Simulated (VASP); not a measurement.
# W2Br3 (C2) in VASP: single point with PBE

Aim: the single point of W2Br3 with PBE.

Program: VASP 6.6.1. These are calculated values, not measurements. Logs are shortened: lines on timing, memory, paths and dates and some standing lists are left out, and cuts for length are marked.

### Step 1. The cell of the first run

The structure is monoclinic, space group C2 (No. 5). The conventional cell has a = 10.065 Å, b = 7.386 Å, c = 3.544 Å, α = 90.00°, β = 99.71°, γ = 90.00°. Within 3.2 Å of W (site symmetry 1) lie 2 W at 2.39 to 2.54 Å and 3 Br at 2.53 to 2.75 Å. Br (site symmetry 2) has 4 W at 2.58 to 3.55 Å and 8 Br at 3.51 to 3.69 Å within 3.7 Å. Within 3.3 Å of Br (site symmetry 1) lie 2 W at 2.53 to 2.75 Å.

### Step 2. Single point, PBE

Contents of INCAR:

```
PREC = Accurate ; ENCUT = 520
EDIFF = 1E-6 ; ISMEAR = 0
SIGMA = 0.1 ; LREAL = F
LASPH = T ; NELM = 80
ALGO = Normal ; ISIF = 2
LWAVE = F ; LCHARG = F
GGA = PE ; NBANDS = 32
```

Contents of KPOINTS:

```
Automatic mesh
0
Gamma
  6 6 12
```

Contents of POSCAR:

```
W2Br3
1.0
    5.0323585238     -3.6928577560     -0.0505664186
    5.0323585238      3.6928577560     -0.0505664186
   -0.5623938811      0.0000000000      3.4992925309
W Br
2 3
Direct
    0.8788152124      0.9487588071      0.1943737447
    0.0512411929      0.1211847876      0.8056262553
    0.2690358785      0.7309641215      0.5000000000
    0.8381275736      0.5376932872      0.8577322348
    0.4623067128      0.1618724264      0.1422677652
```

Potentials or basis: VASP PAW PBE potentials, release 64 (W_sv, Br).

Started as:

```sh
$ cat potpaw_PBE.64/W_sv/POTCAR potpaw_PBE.64/Br/POTCAR > POTCAR
$ mpirun -np 1 vasp_std > vasp.out
```

OUTCAR:

```text
PREC = Accurate
   ENCUT = 520
   EDIFF = 1E-6
   ISMEAR = 0
   LREAL = F
   LASPH = T
   NELM = 80
   ISIF = 2
   GGA = PE

 ion  position               nearest neighbor table
   1  0.879  0.949  0.194-   2 2.39   5 2.53   2 2.54   3 2.58   4 2.75
   2  0.051  0.121  0.806-   1 2.39   4 2.53   1 2.54   3 2.58   5 2.75
   3  0.269  0.731  0.500-   1 2.58   2 2.58
   4  0.838  0.538  0.858-   2 2.53   1 2.75
   5  0.462  0.162  0.142-   1 2.53   2 2.75

  LATTYP: Found a base centered monoclinic cell.
 ALAT       =    10.0652251390
 B/A-ratio  =     0.7337854256
 C/A-ratio  =     0.3521230111
 COS(beta)  =    -0.1685926130

  Lattice vectors:

 A1 = (   5.0323585238,  -3.6928577560,  -0.0505664186)
 A2 = (   5.0323585238,   3.6928577560,  -0.0505664186)
 A3 = (  -0.5623938811,   0.0000000000,   3.4992925309)

Analysis of symmetry for initial positions (statically):
=====================================================================
 Subroutine PRICEL returns:
 Original cell was already a primitive cell.

 Routine SETGRP: Setting up the symmetry group for a
 base centered monoclinic supercell.

 Subroutine GETGRP returns: Found  2 space group operations
 (whereof  2 operations were pure point group operations)
 out of a pool of  4 trial point group operations.

The static configuration has the point symmetry C_2 .

Analysis of symmetry for dynamics (positions and initial velocities):
=====================================================================
 Subroutine PRICEL returns:
 Original cell was already a primitive cell.

 Routine SETGRP: Setting up the symmetry group for a
 base centered monoclinic supercell.

 Subroutine GETGRP returns: Found  2 space group operations
 (whereof  2 operations were pure point group operations)
 out of a pool of  4 trial point group operations.

The dynamic configuration has the point symmetry C_2 .

 Subroutine INISYM returns: Found  2 space group operations
 (whereof  2 operations are pure point group operations),
 and found     1 'primitive' translations

----------------------------------------------------------------------------------------

                                     Primitive cell

  volume of cell :     129.8502

  direct lattice vectors                    reciprocal lattice vectors
     5.032358524 -3.692857756 -0.050566419     0.099517704 -0.135396496  0.015994132
     5.032358524  3.692857756 -0.050566419     0.099517704  0.135396496  0.015994132
    -0.562393881  0.000000000  3.499292531     0.002876155  0.000000000  0.286234295

  length of vectors
     6.242146080  6.242146080  3.544197384     0.168795133  0.168795133  0.286248745

  position of ions in fractional coordinates (direct lattice)
     0.878815212  0.948758807  0.194373745
     0.051241193  0.121184788  0.805626255
     0.269035878  0.730964122  0.500000000
     0.838127574  0.537693287  0.857732235
     0.462306713  0.161872426  0.142267765

  ion indices of the primitive-cell ions
   primitive index   ion index
                 1           1
                 2           2
                 3           3
                 4           4
                 5           5

----------------------------------------------------------------------------------------

 KPOINTS: Automatic mesh

Automatic generation of k-mesh.
 Grid dimensions read from file:
 generate k-points for:    6    6   12

 Generating k-lattice:

  Cartesian coordinates                     Fractional coordinates (reciprocal lattice)
     0.016586284 -0.022566083  0.002665689     0.166666667 -0.000000000  0.000000000
     0.016586284  0.022566083  0.002665689    -0.000000000  0.166666667  0.000000000
     0.000239680  0.000000000  0.023852858    -0.000000000 -0.000000000  0.083333333

  Length of vectors
     0.028132522  0.028132522  0.023854062

  Shift w.r.t. Gamma in fractional coordinates (k-lattice)
     0.000000000  0.000000000  0.000000000

 Subroutine IBZKPT returns following result:
 ===========================================

 Found    131 irreducible k-points:

 Following reciprocal coordinates:
            Coordinates               Weight
  0.000000  0.000000  0.000000      1.000000
  0.166667 -0.000000  0.000000      4.000000
  0.333333 -0.000000  0.000000      4.000000
  0.500000  0.000000 -0.000000      2.000000
  0.166667  0.166667  0.000000      2.000000
  0.333333  0.166667 -0.000000      4.000000
[... 16 lines left out ...]
 -0.333333  0.166667  0.083333      4.000000
 -0.166667  0.166667  0.083333      4.000000
 [... further k-points ...]
   k-points           NKPTS =    131   k-points in BZ     NKDIM =    131   number of bands    NBANDS=     32
   number of dos      NEDOS =    301   number of ions     NIONS =      5
   total plane-waves  NPLWV =  64512
   dimension x,y,z NGX =    48 NGY =   48 NGZ =   28
   dimension x,y,z NGXF=    96 NGYF=   96 NGZF=   56
   ions per type =               2   3
   NGX,Y,Z   is equivalent  to a cutoff of  12.78, 12.78, 13.13 a.u.
   NGXF,Y,Z  is equivalent  to a cutoff of  25.57, 25.57, 26.27 a.u.
 SYSTEM =  unknown system
   PREC   = accura    normal or accurate (medium, high low for compatibility)
   ISTART =      0    job   : 0-new  1-cont  2-samecut
   ICHARG =      2    charge: 1-file 2-atom 10-const
   ISPIN  =      1    spin polarized calculation?
   LNONCOLLINEAR =      F non collinear calculations
   LSORBIT =      F    spin-orbit coupling
   LASPH  =      T    aspherical Exc in radial PAW
   ENCUT  =  520.0 eV  38.22 Ry    6.18 a.u.  11.61 11.61  6.59*2*pi/ulx,y,z
   NELM   =     80;   NELMIN=  2; NELMDL= -5     # of ELM steps
   EDIFF  = 0.1E-05   stopping-criterion for ELM
   LREAL  =      F    real-space projection
   EDIFFG = 0.1E-04   stopping-criterion for IOM
   NSW    =      0    number of steps for IOM
   IBRION =     -1    ionic relax: 0-MD 1-quasi-New 2-CG
   NFREE  =      0    steps in history (QN), initial steepest desc. (CG)
   ISIF   =      2    stress and relaxation
   ISYM   =      2    0-nonsym 1-usesym 2-fastsym
   POTIM  = 0.5000    time-step for ionic-motion
   TEBEG  =    0.0;   TEEND  =   0.0 temperature during run
   PSTRESS=    0.0 pullay stress
   NELECT =      49.0000    total number of electrons
   NUPDOWN=      -1.0000    fix difference up-down
   EMIN   =  10.00;   EMAX   =-10.00  energy-range for DOS
   EFERMI =   0.00;   METHOD = LEGACY
   ISMEAR =     0;   SIGMA  =   0.10  broadening in eV -4-tet -1-fermi 0-gaus
   EFERMI_NEDOS =   21; number of points for ismear=-14 and -15
   IALGO  =     38    algorithm
   IMIX   =      4    mixing-type and parameters
     AMIX     =   0.40;   BMIX     =  1.00
     AMIX_MAG =   1.60;   BMIX_MAG =  1.00
  volume/ion in A,a.u.               =      25.97       175.25
  Fermi-wavevector in a.u.,A,eV,Ry     =   1.183022  2.235587 19.041901  1.399540
  Thomas-Fermi vector in A             =   2.319264
   LORBIT       =      0    0 simple, 1 ext, 2 COOP (PROOUT), +10 PAW based schemes
   GGA     = PE    functional components
   LHFCALC =     F    Hartree Fock is set to
   AEXX    =    0.0000 exact exchange contribution
   IVDW    =     0    specifies the selected vdW correction
   LEPSILON=     F    determine dielectric tensor
   LRPA    =     F    only Hartree local field effects (RPA)
 non-spin polarized calculation
 Gauss-broadening in eV      SIGMA  =   0.10
  energy-cutoff  :      520.00
  volume of cell :      129.85
 maximum number of plane-waves:      3520
 NGX is ok and might be reduce to    48
   NGX = 23   NGY = 23   NGZ = 13

 number of electron      49.0000000 magnetization

 Free energy of the ion-electron system (eV)
  ---------------------------------------------------
  ext. energy  EPLUGINS =         0.00000000
  ---------------------------------------------------
  free energy    TOTEN  =       -29.92364069 eV

  energy without entropy =      -29.90371969  energy(sigma->0) =      -29.91368019

 E-fermi :   3.9194     XC(G=0):  -9.5741

 val. band max:        3.9170072763   @ k =   0.5000  -0.0000   0.0833
 cond. band min:       3.9256204587   @ k =  -0.3333   0.1667   0.2500
 fundamental gap:      0.0086131824
 Fermi energy:         3.9193630635

 k-point     1 :       0.0000    0.0000    0.0000
  band No.  band energies     occupation
      1     -69.9293      2.00000
      2     -69.7195      2.00000
      3     -34.5557      2.00000
      4     -34.4210      2.00000
      5     -34.3047      2.00000
      6     -34.0978      2.00000
[... 24 lines left out ...]
     31       7.8700      0.00000
     32       9.6759      0.00000

 k-point     2 :       0.1667   -0.0000    0.0000
  band No.  band energies     occupation
      1     -69.9293      2.00000
      2     -69.7195      2.00000
      3     -34.5557      2.00000
      4     -34.4210      2.00000
      5     -34.3048      2.00000
      6     -34.0976      2.00000
[... 24 lines left out ...]
     31       7.8680      0.00000
     32       9.3605      0.00000

 k-point     3 :       0.3333   -0.0000    0.0000
  band No.  band energies     occupation
      1     -69.9293      2.00000
      2     -69.7196      2.00000
      3     -34.5555      2.00000
      4     -34.4210      2.00000
      5     -34.3051      2.00000
      6     -34.0973      2.00000
[... 24 lines left out ...]
     31       8.0134      0.00000
     32       8.9559      0.00000

 k-point     4 :       0.5000    0.0000   -0.0000
  band No.  band energies     occupation
      1     -69.9293      2.00000
      2     -69.7195      2.00000
      3     -34.5554      2.00000
      4     -34.4210      2.00000
      5     -34.3052      2.00000
      6     -34.0972      2.00000
[... 24 lines left out ...]
     31       8.1641      0.00000
     32       8.9027      0.00000

 k-point     5 :       0.1667    0.1667    0.0000
  band No.  band energies     occupation
      1     -69.9293      2.00000
      2     -69.7195      2.00000
      3     -34.5556      2.00000
      4     -34.4210      2.00000
      5     -34.3049      2.00000
      6     -34.0975      2.00000
[... 584 lines left out ...]
     31       8.2668      0.00000
     32       9.0603      0.00000

 k-point    22 :       0.5000    0.1667    0.0833
  band No.  band energies     occupation
      1     -69.9260      2.00000
      2     -69.7227      2.00000
      3     -34.5604      2.00000
      4     -34.4343      2.00000
      5     -34.3083      2.00000
      6     -34.0988      2.00000
[... 24 lines left out ...]
     31       8.4623      0.00000
     32       8.8228      0.00000

 k-point    23 :      -0.3333    0.1667    0.0833
  band No.  band energies     occupation
      1     -69.9260      2.00000
      2     -69.7227      2.00000
      3     -34.5605      2.00000
      4     -34.4343      2.00000
      5     -34.3081      2.00000
      6     -34.0990      2.00000
[... 24 lines left out ...]
     31       8.2296      0.00000
     32       9.1313      0.00000

 k-point    24 :      -0.1667    0.1667    0.0833
  band No.  band energies     occupation
      1     -69.9260      2.00000
      2     -69.7227      2.00000
      3     -34.5606      2.00000
      4     -34.4343      2.00000
      5     -34.3078      2.00000
      6     -34.0993      2.00000
[... 24 lines left out ...]
     31       7.9681      0.00000
     32       9.2866      0.00000

 [... further k-points ...]

------------------------ aborting loop because EDIFF is reached ----------------------------------------

  FORCE on cell =-STRESS in cart. coord.  units (eV):
  Direction    XX          YY          ZZ          XY          YZ          ZX
  --------------------------------------------------------------------------------------
  -------------------------------------------------------------------------------------
  Total        0.2589782      0.1138687      0.1629887      0.0000000      0.0000000     -0.0621536
  in kB        3.1954451      1.4049879      2.0110622      0.0000000      0.0000000     -0.7668922
  external PRESSURE =       2.2038317 kB  Pullay stress =       0.0000000 kB

 VOLUME and BASIS-vectors are now :
 -----------------------------------------------------------------------------
  energy-cutoff  :      520.00
  volume of cell :      129.85
      direct lattice vectors                 reciprocal lattice vectors
     5.032358524 -3.692857756 -0.050566419     0.099517704 -0.135396496  0.015994132
     5.032358524  3.692857756 -0.050566419     0.099517704  0.135396496  0.015994132
    -0.562393881  0.000000000  3.499292531     0.002876155  0.000000000  0.286234295

 POSITION                                       TOTAL-FORCE (eV/Angst)
 -----------------------------------------------------------------------------------
      9.08769      0.25829      0.58776        -0.114295     -0.001912      0.035768
      0.41463      0.25829      2.81040         0.114295     -0.001912     -0.035768
      4.75116      1.70584      1.69908         0.000000     -0.027209     -0.000000
      6.44124     -1.10946      2.93189        -0.001198      0.015517     -0.001586
      3.06108     -1.10946      0.46627         0.001198      0.015517      0.001586
 -----------------------------------------------------------------------------------
    total drift:                               -0.000000      0.000349      0.000000

  FREE ENERGIE OF THE ION-ELECTRON SYSTEM (eV)
  ---------------------------------------------------
  free  energy   TOTEN  =       -29.9236406877 eV

  energy  without entropy=      -29.9037196854  energy(sigma->0) =      -29.91368019
```

Run time: 13 min. Hardware: 1 thread of Oxide Virtual Turin-like, shared host; peak memory 0.53 GiB.

Results:

```yaml
Free_energy: -29.9236 eV
Pressure: 0.2 GPa
Largest_force: 0.120 eV/Å
Band_gap_on_the_k_mesh: zero (an odd number of electrons rules out a gap without spin polarisation)
```

Forces on the atoms (eV/Å):
```
W   -0.114 -0.002  0.036
W    0.114 -0.002 -0.036
Br   0.000 -0.027  0.000
Br  -0.001  0.016 -0.002
Br   0.001  0.016  0.002
```

Levels at points of the mesh, in eV from the Fermi level:
```tsv
k point	band 23	band 24	band 25	band 26	band 27	band 28
(0.00, 0.00, 0.00)	-1.62	-1.02	-0.22	1.90	2.36	2.43
(0.50, 0.00, 0.00)	-1.58	-0.47	-0.02	1.69	2.48	2.64
(0.50, 0.50, 0.00)	-1.57	-0.78	0.63	0.92	2.55	2.67
(0.00, 0.00, 0.50)	-0.54	0.07	0.60	0.65	1.44	2.37
(0.50, 0.00, 0.50)	-0.93	-0.22	0.38	0.99	1.89	2.45
(0.50, 0.50, 0.50)	-0.79	-0.55	-0.10	0.74	2.33	2.43
```

Caveat: spin-orbit coupling is left out, which moves the levels of the heavy elements; an odd number of electrons without spin polarisation forces a metal; a magnetic or distorted state may lie lower.
